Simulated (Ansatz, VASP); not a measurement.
## One calculation of Mg4H, two programs

INCAR

```
SYSTEM = Mg4H
ALGO     = Normal         ! electronic algorithm
DIPOL    = 0.5 0.5 0.321
EDIFF    = 1E-7           ! SCF threshold, eV
ENCUT    = 520            ! plane-wave cutoff, eV
GGA      = PE             ! functional
IDIPOL   = 3            
ISIF     = 2              ! what is computed and relaxed
ISMEAR   = 0              ! smearing method
LASPH    = .TRUE.         ! aspherical terms in the spheres
LCHARG   = .FALSE.        ! write CHGCAR
LDIPOL   = .TRUE.       
LREAL    = .FALSE.        ! projectors in reciprocal space
LWAVE    = .FALSE.        ! write WAVECAR
NBANDS   = 20             ! bands
NELM     = 80             ! most SCF steps
PREC     = Accurate       ! precision mode
SIGMA    = 0.1            ! smearing width, eV
```

Contents of KPOINTS:

```
k-points
0
G
  4 5 1
  0 0 0
```

Contents of POSCAR:

```
Mg4H
1.0
    6.4201385733      0.0000000000      0.0000000000
    0.0000000000      5.1379129567      0.0000000000
    0.0000000000      0.0000000000     21.6644777330
Mg H
8 2
Direct
    0.0000000000      0.7500000000      0.1846340378
    0.5000000000      0.7500000000      0.1846340378
    0.2500000000      0.2500000000      0.2274076137
    0.7500000000      0.2500000000      0.2274076137
    0.2500000000      0.7500000000      0.3173234500
    0.7500000000      0.7500000000      0.3173234500
    0.0000000000      0.2500000000      0.3537808678
    0.5000000000      0.2500000000      0.3537808678
    0.6993780397      0.0833333333      0.5199515018
    0.8006219603      0.0833333333      0.5199515018
```

Input for Ansatz:

```yaml
crystal:
  lattice:
    - [6.4201385733, 0.0, 0.0]
    - [0.0, 5.1379129567, 0.0]
    - [0.0, 0.0, 21.664477733]
  atoms:
    - { symbol: Mg, position: [0.0, 0.75, 0.1846340378] }
    - { symbol: Mg, position: [0.5, 0.75, 0.1846340378] }
    - { symbol: Mg, position: [0.25, 0.25, 0.2274076137] }
    - { symbol: Mg, position: [0.75, 0.25, 0.2274076137] }
    - { symbol: Mg, position: [0.25, 0.75, 0.31732345] }
    - { symbol: Mg, position: [0.75, 0.75, 0.31732345] }
    - { symbol: Mg, position: [0.0, 0.25, 0.3537808678] }
    - { symbol: Mg, position: [0.5, 0.25, 0.3537808678] }
    - { symbol: H, position: [0.6993780397, 0.0833333333, 0.5199515018] }
    - { symbol: H, position: [0.8006219603, 0.0833333333, 0.5199515018] }
basis:
  ecutwfc: 420
kpoints:
  mp_grid: { grid: [4, 5, 1] }
hamiltonian:
  xc: pbe
scf:
  occupations: { method: gaussian, width: 0.1 }
output:
  forces: true
  eigenvalues: true
efield:
  axis: 3
  dipole_correction: true
  ramp_width: 0.04
```

Alike in both runs: task single point; functional PBE; k mesh 4 × 5 × 1; occupations gaussian, width 0.1 eV; no spin polarisation.

```csv
,VASP,Ansatz
version,VASP 6.6.1,Ansatz 0.2.0
potentials or method,"VASP PAW PBE potentials, release 64 (Mg, H), cutoff 520 eV","scalar-relativistic, plane waves, PAW"
valence electrons in the cell,18,82
```

Ansatz gave:

```
gap on the k mesh at the Fermi level (eV) : none
rms of the force components (eV/Å)        : 1.254
```

Q: What did VASP give for the same quantities?

A: gap on the k mesh at the Fermi level (eV): none; rms of the force components (eV/Å): 1.262.

Atom by atom the forces differ by 0.009 eV/Å (rms over components). A gap of «none» marks a metal or a gap that the smearing closes. VASP's potentials hold 18 valence electrons a cell and Ansatz's 82, so a difference there can come from the potentials and not from the codes.
